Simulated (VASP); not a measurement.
# AlAs3 in VASP: further runs

AlAs3 is run at these levels: PBE; tasks: single point.

Everything below comes from runs of VASP 6.6.1. Logs are shortened: lines on timing, memory, paths and dates and some standing lists are left out, and cuts for length are marked.

## (1) The cell of the first run

The typed cell holds 8 atoms: a = 5.156 Å, b = 5.156 Å, c = 7.510 Å, α = 90.00°, β = 90.00°, γ = 120.00°.

The cell was built from a structure type or drawn by symmetry, and may not be a known phase.

## (2) Single point, PBE

INCAR

```
ALGO = Normal ; EDIFF = 1E-6
ENCUT = 520 ; GGA = PE
ISIF = 2 ; ISMEAR = 0
LASPH = T ; LCHARG = F
LREAL = F ; LWAVE = F
NBANDS = 28 ; NELM = 100
PREC = Accurate ; SIGMA = 0.1
```

KPOINTS

```
k-points
0
Gamma
  3 3 4
```

POSCAR

```
AlAs3
1.0
    5.1564891260     -0.0000000025      0.0000000000
   -2.5782445609      4.4656505787      0.0000000000
    0.0000000000      0.0000000000      7.5102783471
Al As
2 6
Direct
    0.6666666667      0.3333333333      0.7239473612
    0.3333333333      0.6666666667      0.2239473612
    0.2811841306      0.2813424458      0.4740182329
    0.7188158694      0.7186575542     -0.0259817671
    0.2813424458      1.0001583152     -0.0259817671
    1.0001583152      0.7188158694      0.4740182329
    0.7186575542     -0.0001583152      0.4740182329
   -0.0001583152      0.2811841306     -0.0259817671
```

Potentials or basis: VASP PAW PBE potentials, release 64 (Al, As).

Started as:

```bash
cat potpaw_PBE.64/Al/POTCAR potpaw_PBE.64/As/POTCAR > POTCAR
mpirun -np 1 vasp_std > vasp.out
```

OUTCAR:

```text
EDIFF = 1E-6
   ENCUT = 520
   GGA = PE
   ISIF = 2
   ISMEAR = 0
   LASPH = T
   LREAL = F
   NELM = 100
   PREC = Accurate

 ion  position               nearest neighbor table
   1  0.667  0.333  0.724-   8 2.65   5 2.65   4 2.65   7 2.65   6 2.65   3 2.65
   2  0.333  0.667  0.224-   6 2.65   7 2.65   3 2.65   5 2.65   8 2.65   4 2.65
   3  0.281  0.281  0.474-   7 2.51   6 2.51   2 2.65   1 2.65
   4  0.719  0.719  0.974-   5 2.51   8 2.51   1 2.65   2 2.65
   5  0.281  0.000  0.974-   4 2.51   8 2.51   1 2.65   2 2.65
   6  0.000  0.719  0.474-   3 2.51   7 2.51   2 2.65   1 2.65
   7  0.719  1.000  0.474-   3 2.51   6 2.51   2 2.65   1 2.65
   8  1.000  0.281  0.974-   4 2.51   5 2.51   1 2.65   2 2.65

  LATTYP: Found a hexagonal cell.
 ALAT       =     5.1564891260
 C/A-ratio  =     1.4564712857

  Lattice vectors:

 A1 = (   5.1564891260,  -0.0000000025,   0.0000000000)
 A2 = (  -2.5782445609,   4.4656505787,   0.0000000000)
 A3 = (   0.0000000000,   0.0000000000,   7.5102783471)

Analysis of symmetry for initial positions (statically):
=====================================================================
 Subroutine PRICEL returns:
 Original cell was already a primitive cell.

 Routine SETGRP: Setting up the symmetry group for a
 hexagonal supercell.

 Subroutine GETGRP returns: Found  6 space group operations
 (whereof  3 operations were pure point group operations)
 out of a pool of 24 trial point group operations.

The static configuration has the point symmetry C_3 .
 The point group associated with its full space group is C_6 .

Analysis of symmetry for dynamics (positions and initial velocities):
=====================================================================
 Subroutine PRICEL returns:
 Original cell was already a primitive cell.

 Routine SETGRP: Setting up the symmetry group for a
 hexagonal supercell.

 Subroutine GETGRP returns: Found  6 space group operations
 (whereof  3 operations were pure point group operations)
 out of a pool of 24 trial point group operations.

The dynamic configuration has the point symmetry C_3 .
 The point group associated with its full space group is C_6 .

 Subroutine INISYM returns: Found  6 space group operations
 (whereof  3 operations are pure point group operations),
 and found     1 'primitive' translations

----------------------------------------------------------------------------------------

[... 94 lines left out ...]
   ISIF   =      2    stress and relaxation
   ISYM   =      2    0-nonsym 1-usesym 2-fastsym
   POTIM  = 0.5000    time-step for ionic-motion
   TEBEG  =    0.0;   TEEND  =   0.0 temperature during run
   PSTRESS=    0.0 pullay stress
   NELECT =      36.0000    total number of electrons
   NUPDOWN=      -1.0000    fix difference up-down
   EMIN   =  10.00;   EMAX   =-10.00  energy-range for DOS
   EFERMI =   0.00;   METHOD = LEGACY
   ISMEAR =     0;   SIGMA  =   0.10  broadening in eV -4-tet -1-fermi 0-gaus
   EFERMI_NEDOS =   21; number of points for ismear=-14 and -15
   IALGO  =     38    algorithm
   IMIX   =      4    mixing-type and parameters
     AMIX     =   0.40;   BMIX     =  1.00
     AMIX_MAG =   1.60;   BMIX_MAG =  1.00
  volume/ion in A,a.u.               =      21.62       145.88
  Fermi-wavevector in a.u.,A,eV,Ry     =   0.970236  1.833480 12.807951  0.941358
  Thomas-Fermi vector in A             =   2.100354
   LORBIT       =      0    0 simple, 1 ext, 2 COOP (PROOUT), +10 PAW based schemes
   GGA     = PE    functional components
   LHFCALC =     F    Hartree Fock is set to
   AEXX    =    0.0000 exact exchange contribution
   IVDW    =     0    specifies the selected vdW correction
   LEPSILON=     F    determine dielectric tensor
   LRPA    =     F    only Hartree local field effects (RPA)
 non-spin polarized calculation
 Gauss-broadening in eV      SIGMA  =   0.10
  energy-cutoff  :      520.00
  volume of cell :      172.94
 maximum number of plane-waves:      4756
 NGX is ok and might be reduce to    40
   NGX = 19   NGY = 19   NGZ = 27

 number of electron      36.0000002 magnetization

 Free energy of the ion-electron system (eV)
  ---------------------------------------------------
  ext. energy  EPLUGINS =         0.00000000
  ---------------------------------------------------
  free energy    TOTEN  =       -34.69726614 eV

  energy without entropy =      -34.68324843  energy(sigma->0) =      -34.69025728

 E-fermi :   4.7307     XC(G=0):  -9.6743

 val. band max:        4.6764344037   @ k =   0.0000   0.0000   0.2500
 cond. band min:       4.7877692486   @ k =   0.3333   0.0000   0.0000
 fundamental gap:      0.1113348449
 Fermi energy:         4.7307002267

 k-point     1 :       0.0000    0.0000    0.0000
  band No.  band energies     occupation
      1      -9.2529      2.00000
      2      -8.6422      2.00000
      3      -3.9428      2.00000
      4      -3.9428      2.00000
      5      -3.7559      2.00000
      6      -3.7559      2.00000
[... 268 lines left out ...]
     27      10.0683      0.00000
     28      10.0683      0.00000

------------------------ aborting loop because EDIFF is reached ----------------------------------------

  FORCE on cell =-STRESS in cart. coord.  units (eV):
  Direction    XX          YY          ZZ          XY          YZ          ZX
  --------------------------------------------------------------------------------------
  -------------------------------------------------------------------------------------
  Total        0.3357943      0.3357943      0.3767821      0.0000000      0.0000000      0.0000000
  in kB        3.1109215      3.1109215      3.4906476      0.0000002      0.0000000      0.0000000
  external PRESSURE =       3.2374968 kB  Pullay stress =       0.0000000 kB

 VOLUME and BASIS-vectors are now :
 -----------------------------------------------------------------------------
  energy-cutoff  :      520.00
  volume of cell :      172.94
      direct lattice vectors                 reciprocal lattice vectors
     5.156489126 -0.000000003  0.000000000     0.193930400  0.111965769  0.000000000
    -2.578244561  4.465650579  0.000000000     0.000000000  0.223931538  0.000000000
     0.000000000  0.000000000  7.510278347     0.000000000  0.000000000  0.133150857

 POSITION                                       TOTAL-FORCE (eV/Angst)
 -----------------------------------------------------------------------------------
      2.57824      1.48855      5.43705        -0.000000      0.000000      0.000778
      0.00000      2.97710      1.68191        -0.000000     -0.000000      0.000778
      0.72455      1.25638      3.56001         0.018734      0.030681     -0.000259
      1.85369      3.20927      7.31515        -0.018734     -0.030681     -0.000259
      1.45033      0.00071      7.31515         0.035938     -0.000883     -0.000259
     -1.85247      3.20998      3.56001         0.017204     -0.031564     -0.000259
      1.12791      4.46494      3.56001        -0.035938      0.000883     -0.000259
      4.43071      1.25567      7.31515        -0.017204      0.031564     -0.000259
 -----------------------------------------------------------------------------------
    total drift:                               -0.000000      0.000000     -0.000159

  FREE ENERGIE OF THE ION-ELECTRON SYSTEM (eV)
  ---------------------------------------------------
  free  energy   TOTEN  =       -34.6972661357 eV

  energy  without entropy=      -34.6832484296  energy(sigma->0) =      -34.69025728
```

OSZICAR:

```text
N       E                     dE             d eps       ncg     rms          rms(c)
DAV:   1     0.123193306080E+03    0.12319E+03   -0.13882E+04   504   0.107E+03
DAV:   2    -0.238496175471E+02   -0.14704E+03   -0.14092E+03   612   0.158E+02
DAV:   3    -0.346673404712E+02   -0.10818E+02   -0.10649E+02   656   0.427E+01
DAV:   4    -0.348304257923E+02   -0.16309E+00   -0.16258E+00   608   0.583E+00
DAV:   5    -0.348329331781E+02   -0.25074E-02   -0.25068E-02   688   0.793E-01    0.542E+00
DAV:   6    -0.347380460647E+02    0.94887E-01   -0.63909E-02   568   0.105E+00    0.322E+00
DAV:   7    -0.346968909126E+02    0.41155E-01   -0.91252E-02   584   0.134E+00    0.248E-01
DAV:   8    -0.346970224602E+02   -0.13155E-03   -0.62437E-03   592   0.338E-01    0.964E-02
DAV:   9    -0.346972508215E+02   -0.22836E-03   -0.53159E-04   588   0.111E-01    0.451E-02
DAV:  10    -0.346972613774E+02   -0.10556E-04   -0.25739E-05   632   0.246E-02    0.109E-02
DAV:  11    -0.346972655969E+02   -0.42195E-05   -0.93712E-06   544   0.138E-02    0.224E-03
DAV:  12    -0.346972661357E+02   -0.53878E-06   -0.65320E-07   352   0.344E-03
   1 F= -.34697266E+02 E0= -.34690257E+02  d E =-.140177E-01
```

stdout:

```text
POSCAR found type information on POSCAR AlAs
 POSCAR found :  2 types and       8 ions
 scaLAPACK will be used
 LDA part: xc-table for (Slater+PW92), standard interpolation
 POSCAR, INCAR and KPOINTS ok, starting setup
 FFT: planning ... GRIDC
 FFT: planning ... GRID_SOFT
 FFT: planning ... GRID
 WAVECAR not read
 entering main loop
```

Wall time 73 s (1 thread of Intel Xeon 8259CL, shared host); peak memory 0.29 GiB.

What came out:

```yaml
Free_energy: -34.6973 eV
Pressure: 0.3 GPa
Largest_force: 0.036 eV/Å
Band_gap_on_the_k_mesh: zero (bands 18 and 19 overlap by 0.44 eV)
```

Forces on the atoms (eV/Å):
```
Al   0.000  0.000  0.001
Al   0.000  0.000  0.001
As   0.019  0.031  0.000
As  -0.019 -0.031  0.000
As   0.036 -0.001  0.000
As   0.017 -0.032  0.000
As  -0.036  0.001  0.000
As  -0.017  0.032  0.000
```

Caveat: the k points lie up to 0.47 Å⁻¹ apart; semilocal functionals underestimate gaps, so a narrow gap can read as zero.

## (3) Single point, PBE

This run uses another cell than the first one, of 22.05 Å³/atom.

INCAR

```
PREC     = Accurate       # precision mode
ENCUT    = 520            # plane-wave cutoff, eV
EDIFF    = 1E-6           # SCF threshold, eV
ISMEAR   = 0              # smearing method
SIGMA    = 0.1            # smearing width, eV
LREAL    = False          # projectors in reciprocal space
LASPH    = True           # aspherical terms in the spheres
NELM     = 80             # most SCF steps
ALGO     = Normal         # electronic algorithm
ISIF     = 2              # what is computed and relaxed
LWAVE    = False          # write WAVECAR
LCHARG   = False          # write CHGCAR
GGA      = PE             # functional
NBANDS   = 28             # bands
```

KPOINTS

```
regular mesh
0
Gamma
  6 6 2
```

POSCAR

```
AlAs3
1.0
    5.2907209132      0.0000000000      0.0000000000
   -2.6453604566      4.5818987151      0.0000000000
    0.0000000000      0.0000000000      7.2752033039
Al As
2 6
Direct
    0.6666666667      0.3333333333      0.2500000000
    0.3333333333      0.6666666667      0.7500000000
    0.2735761187      0.2735761187      0.0000000000
    0.7264238813      0.7264238813      0.5000000000
    0.2735761187      0.0000000000      0.5000000000
    0.0000000000      0.7264238813      0.0000000000
    0.7264238813      0.0000000000      0.0000000000
    0.0000000000      0.2735761187      0.5000000000
```

Potentials or basis: VASP PAW PBE potentials, release 64 (Al, As).

Started as:

```bash
cat potpaw_PBE.64/Al/POTCAR potpaw_PBE.64/As/POTCAR > POTCAR
mpirun -np 1 vasp_std > vasp.out
```

Wall time 88 s (1 thread of Intel Xeon 8259CL, shared host); peak memory 0.29 GiB.

Results (log left out):

| Property | Result |
| --- | --- |
| Free energy | -34.2581 eV |
| Pressure | -0.1 GPa |
| Largest force | 0.021 eV/Å |
| Band gap on the k mesh | zero (bands 18 and 19 overlap by 0.67 eV) |

Forces on the atoms (eV/Å):
```
Al   0.000  0.000  0.000
Al   0.000  0.000  0.000
As   0.010  0.018  0.000
As  -0.010 -0.018  0.000
As   0.021  0.000  0.000
As   0.010 -0.018  0.000
As  -0.021  0.000  0.000
As  -0.010  0.018  0.000
```

Stress tensor (GPa, compression positive):
```
-0.02  0.00  0.00
 0.00 -0.02  0.00
 0.00  0.00 -0.24
```

Levels at points of the mesh, in eV from the Fermi level:
```csv
k point,band 15,band 16,band 17,band 18,band 19,band 20,band 21,band 22
"(0.00, 0.00, 0.00)",-2.55,-0.80,-0.80,-0.75,-0.45,-0.45,0.63,2.66
"(0.50, 0.00, 0.00)",-1.21,-0.76,-0.71,0.00,0.60,0.73,1.97,2.00
"(0.00, 0.00, 0.50)",-1.90,-1.90,-0.14,-0.14,0.10,0.10,2.88,2.88
"(0.50, 0.00, 0.50)",-1.45,-1.45,-0.46,-0.46,0.29,0.29,2.08,2.08
```

Caveat: the k points lie up to 0.43 Å⁻¹ apart, too coarse for converged energies and pressures of a metal; semilocal functionals underestimate gaps, so a narrow gap can read as zero.

## (4) Single point, PBE

This run uses another cell than the first one, of 21.86 Å³/atom.

INCAR

```
SYSTEM = AlAs3
ALGO = Normal
EDIFF = 1E-6
ENCUT = 520
GGA = PE
ISIF = 2
ISMEAR = 0
LASPH = .TRUE.
LCHARG = .FALSE.
LREAL = .FALSE.
LWAVE = .FALSE.
NBANDS = 28
NELM = 80
PREC = Accurate
SIGMA = 0.1
```

KPOINTS

```
k-points
0
G
  6 6 4
  0 0 0
```

POSCAR

```
AlAs3
1.0
    5.2589334855      0.0000000000      0.0000000000
   -2.6294667427      4.5543699953      0.0000000000
    0.0000000000      0.0000000000      7.3017420019
Al As
2 6
Direct
    0.6666666667      0.3333333333      0.2500000000
    0.3333333333      0.6666666667      0.7500000000
    0.2751004903      0.2751004903      0.0000000000
    0.7248995097      0.7248995097      0.5000000000
    0.2751004903      0.0000000000      0.5000000000
    0.0000000000      0.7248995097      0.0000000000
    0.7248995097      0.0000000000      0.0000000000
    0.0000000000      0.2751004903      0.5000000000
```

Started as:

```bash
cat potpaw_PBE.64/Al/POTCAR potpaw_PBE.64/As/POTCAR > POTCAR
mpirun -np 1 vasp_std > vasp.out
```

Run time: 2.1 min. Hardware: 1 thread of Intel Xeon 8259CL, shared host; peak memory 0.31 GiB.

It converged, with:

- Free energy: -34.2503 eV
- Pressure: 0.4 GPa
- Largest force: 0.049 eV/Å
- Band gap on the k mesh: zero (bands 18 and 19 overlap by 0.65 eV)

Forces in eV/Å, atoms in the order of the input:
```
Al   0.000  0.000  0.000
Al   0.000  0.000  0.000
As   0.025  0.043  0.000
As  -0.025 -0.043  0.000
As   0.049  0.000  0.000
As   0.025 -0.043  0.000
As  -0.049  0.000  0.000
As  -0.025  0.043  0.000
```

Stress tensor (GPa, compression positive):
```
0.56 0.00 0.00
0.00 0.56 0.00
0.00 0.00 0.01
```

Levels at points of the mesh, in eV from the Fermi level:
| k point | band 16 | band 17 | band 18 | band 19 | band 20 | band 21 |
| --- | --- | --- | --- | --- | --- | --- |
| (0.00, 0.00, 0.00) | -0.66 | -0.62 | -0.62 | -0.30 | -0.30 | 0.73 |
| (0.50, 0.00, 0.00) | -0.56 | -0.50 | 0.10 | 0.77 | 0.92 | 2.13 |
| (0.00, 0.00, 0.50) | -1.78 | 0.00 | 0.00 | 0.26 | 0.26 | 3.04 |
| (0.50, 0.00, 0.50) | -1.29 | -0.26 | -0.26 | 0.48 | 0.48 | 2.27 |

Caveat: semilocal functionals underestimate gaps, so a narrow gap can read as zero.

## (5) Summary

```tsv
cell	k mesh	gap on the mesh (eV)	pressure (GPa)	largest force (eV/Å)
a = 5.156, b = 5.156, c = 7.510 Å, angles 90.0, 90.0, 120.0°, 8 atoms, atomic positions A	3 × 3 × 4	none	0.3	0.04
a = 5.291, b = 5.291, c = 7.275 Å, angles 90.0, 90.0, 120.0°, 8 atoms, atomic positions B	6 × 6 × 2	none	-0.1	0.02
a = 5.259, b = 5.259, c = 7.302 Å, angles 90.0, 90.0, 120.0°, 8 atoms, atomic positions B	6 × 6 × 4	none	0.4	0.05
```

Alike in all rows: task single point; level PBE; potentials or basis VASP PAW PBE potentials, release 64 (Al, As); no spin polarisation; cutoff (eV) 520; smearing gaussian 0.1 eV.

Caveats: some runs use coarse meshes; semilocal functionals underestimate gaps, so a narrow gap can read as zero.

Absolute energies hang on the potentials; compare differences alone.
